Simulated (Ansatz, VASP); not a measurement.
**ScSn3Se in VASP and in Ansatz**

```
Sc Sn Se
1.0
     4.75708    0.00000    0.00000
    -2.37854    4.11975    0.00000
     0.00000    0.00000    6.78630
Sc Sn Se
1 3 1
Cartesian
  2.3785 1.3733 0.0000
  0.0000 2.7465 1.8617
  0.0000 2.7465 4.9246
  2.3785 1.3733 3.3932
  0.0000 0.0000 0.0000
```

Alike in both runs: functional PBE; k mesh 6 × 6 × 4; occupations gaussian, width 0.1 eV; no spin polarisation.

Ansatz relaxed the structure, and its values are those at the end. VASP's run is a single point on that final structure, the one shown.

```csv
,VASP,Ansatz
version,VASP 6.6.1,Ansatz 0.2.0
potentials or method,"VASP PAW PBE potentials, release 64 (Sc_sv, Sn_d, Se), cutoff 520 eV","scalar-relativistic, plane waves, PAW"
valence electrons in the cell,59,69
```

|  | VASP | Ansatz | Ansatz less VASP |
| --- | --- | --- | --- |
| gap on the k mesh at the Fermi level (eV) | none | none | - |
| pressure (GPa) | 0.2 | 0.2 | -0.03 |
| rms of the force components (eV/Å) | 0.009 | 0.009 | +0.0001 |

A gap of «none» marks a metal or a gap that the smearing closes. The functional is the same, so the differences come from potentials, cutoffs and numerics. VASP's potentials hold 59 valence electrons a cell and Ansatz's 69, so a difference there can come from the potentials and not from the codes.
